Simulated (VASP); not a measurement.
Input of a VASP 6.6.1 run:

Contents of INCAR:

```
SYSTEM = Ge3PdF4
ALGO = Normal ; EDIFF = 1E-6
ENCUT = 520 ; GGA = PE
ISIF = 2 ; ISMEAR = 0
LASPH = .TRUE. ; LCHARG = .FALSE.
LREAL = .FALSE. ; LWAVE = .FALSE.
NBANDS = 50 ; NELM = 100
PREC = Accurate ; SIGMA = 0.1
```

KPOINTS

```
k-points
0
G
  4 4 4
  0 0 0
```

The input POSCAR:

```
Ge3PdF4
1.0
    4.6024431100      0.0000000000      0.0000000000
    0.0000000000      4.6024431100      0.0000000000
    0.0000000000      0.0000000000      4.6024431100
Ge Pd F
3 1 4
Direct
    0.5000000000      0.0000000000      0.0000000000
    0.0000000000      0.5000000000      0.0000000000
    0.0000000000      0.0000000000      0.5000000000
    0.5000000000      0.5000000000      0.5000000000
    0.0000000000      0.5000000000      0.5000000000
    0.5000000000      0.0000000000      0.5000000000
    0.5000000000      0.5000000000      0.0000000000
    0.0000000000      0.0000000000      0.0000000000
```

Potentials or basis: VASP PAW PBE potentials, release 64 (Ge_d, Pd, F).

Command:

```sh
$ cat potpaw_PBE.64/Ge_d/POTCAR potpaw_PBE.64/Pd/POTCAR potpaw_PBE.64/F/POTCAR > POTCAR
$ mpirun -np 1 vasp_std > vasp.out
```

Problem. Predict the band gap on the k mesh.

Solution. Zero (bands 40 and 41 overlap by 3.04 eV).

Problem. Predict the pressure.

Solution. 33.9 GPa.

Caveat: the cell stands under pressure.
